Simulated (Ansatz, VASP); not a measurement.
## Two plane-wave programs on CaH5

File INCAR:

```
ALGO     = Normal         # electronic algorithm
EDIFF    = 1E-7           # SCF threshold, eV
ENCUT    = 520            # plane-wave cutoff, eV
GGA      = PE             # functional
ISIF     = 2              # what is computed and relaxed
ISMEAR   = 0              # smearing method
LASPH    = T              # aspherical terms in the spheres
LCHARG   = F              # write CHGCAR
LREAL    = F              # projectors in reciprocal space
LWAVE    = F              # write WAVECAR
NBANDS   = 16             # bands
NELM     = 80             # most SCF steps
PREC     = Accurate       # precision mode
SIGMA    = 0.1            # smearing width, eV
```

The input KPOINTS:

```
k-points
0
Gamma
  6 6 4
```

The input POSCAR:

```
CaH5
1.0
    3.8119577400      0.0000000000      0.0000000000
   -1.9059788700      3.3012522500      0.0000000000
    0.0000000000      0.0000000000      5.1745449900
Ca H
1 5
Direct
    0.0000000000      0.0000000000      0.5000000000
    0.6666666700      0.3333333300      0.7959949400
    0.0000000000      0.0000000000      0.0000000000
    0.6666666700      0.3333333300      0.2040050600
    0.3333333300      0.6666666700      0.2040050600
    0.3333333300      0.6666666700      0.7959949400
```

Input for Ansatz:

```yaml
crystal:
  lattice:
    - [3.81195774, 0.0, 0.0]
    - [-1.90597887, 3.30125225, 0.0]
    - [0.0, 0.0, 5.17454499]
  atoms:
    - { symbol: Ca, position: [0.0, 0.0, 0.5] }
    - { symbol: H, position: [0.66666667, 0.33333333, 0.79599494] }
    - { symbol: H, position: [0.0, 0.0, 0.0] }
    - { symbol: H, position: [0.66666667, 0.33333333, 0.20400506] }
    - { symbol: H, position: [0.33333333, 0.66666667, 0.20400506] }
    - { symbol: H, position: [0.33333333, 0.66666667, 0.79599494] }
basis:
  ecutwfc: 420
kpoints:
  mp_grid: { grid: [6, 6, 4] }
hamiltonian:
  xc: pbe
scf:
  occupations: { method: gaussian, width: 0.1 }
  lower_state_search: "off"
output:
  forces: true
  stress: true
  eigenvalues: true
```

Change from the starting cell: species swapped into the BaSn5 type (P6/mmm, No. 191).

Alike in both runs: task single point; functional PBE; k mesh 6 × 6 × 4; occupations gaussian, width 0.1 eV; no spin polarisation.

```csv
,VASP,Ansatz
version,VASP 6.6.1,Ansatz 0.2.0
potentials or method,"VASP PAW PBE potentials, release 64 (Ca_sv, H), cutoff 520 eV","scalar-relativistic, plane waves, PAW"
valence electrons in the cell,15,15
```

```tsv
	VASP	Ansatz	Ansatz less VASP
gap on the k mesh at the Fermi level (eV)	none	none	-
pressure (GPa)	-11.2	-11.1	+0.05
traceless stress, the component that is largest in VASP (GPa)	-2.90	-2.90	-0.002
rms of the force components (eV/Å)	0.192	0.193	+0.0008
```

Atom by atom the forces differ by 0.001 eV/Å (rms over components). A gap of «none» marks a metal or a gap that the smearing closes.
